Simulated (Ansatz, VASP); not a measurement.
# Pb: VASP and Ansatz over several settings

```
CELL_PARAMETERS angstrom
0.00000 2.42450 2.42450
2.42450 0.00000 2.42450
2.42450 2.42450 0.00000
ATOMIC_POSITIONS crystal
Pb 0.00000 0.00000 0.00000
```

Single points on this cell with VASP 6.6.1 and Ansatz 0.2.0. Each row is one pair of runs. Alike in all rows: spin: off; k mesh: 5 × 5 × 5; smearing: fermi-dirac, width 0.05 eV; VASP's potentials, cutoff: VASP PAW PBE potentials, release 64 (Pb_d), 520 eV.

| level | Ansatz's potentials, cutoff | gap on the k mesh at the Fermi level (eV), VASP | gap on the k mesh at the Fermi level (eV), Ansatz | pressure (GPa), VASP | pressure (GPa), Ansatz |
| --- | --- | --- | --- | --- | --- |
| r2SCAN0 | Ansatz PAW, 500 eV | none | none | 3.3 | 3.5 |
| r2SCAN50 | Ansatz PAW, 500 eV | none | none | 2.4 | 2.6 |
| B3LYP | Ansatz PAW, 420 eV | none | none | 7.8 | 7.7 |

Pressure (GPa): the two programs differ by at most 0.29.

A gap of «none» marks a metal or a gap that the smearing closes.

The k mesh is coarse, so the values compare programs but aren't converged. Neither program's run includes spin-orbit coupling.
